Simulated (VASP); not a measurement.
Runs of VASP 6.6.1 on C. The structure is that of space group I4_1/amd (No. 141), or close to it. The cells are those of the table. 

```csv
cell,gap on the mesh (eV),pressure (GPa)
"a = 2.455, b = 2.455, c = 2.912 Å, angles 53.6, 53.6, 72.7°, 2 atoms",none,(b)
"a = 2.471, b = 2.471, c = 2.663 Å, angles 57.4, 57.4, 65.2°, 2 atoms",0.16,-3.5
"a = 2.452, b = 2.452, c = 2.831 Å, angles 54.7, 54.7, 70.5°, 2 atoms",none,-4.1
"a = 2.492, b = 2.492, c = 2.593 Å, angles 58.6, 58.6, 62.7°, 2 atoms",(a),-3.7
"a = 2.457, b = 2.457, c = 2.740 Å, angles 56.1, 56.1, 67.8°, 2 atoms",none,-3.5
```

Alike in all rows: task single point; level PBEsol; potentials or basis VASP PAW PBE potentials, release 64 (C); no spin polarisation; k mesh 12 × 12 × 12; cutoff (eV) 520; smearing gaussian 0.05 eV.

Question: Estimate the missing entries.

Answer: (a) 1.99; (b) -4.7.

Caveats: the PAW data sets were made with another functional, which shifts forces and pressure a little.

A k mesh can miss the band edges.

A gap of «none» marks levels without a gap at the run's occupations.
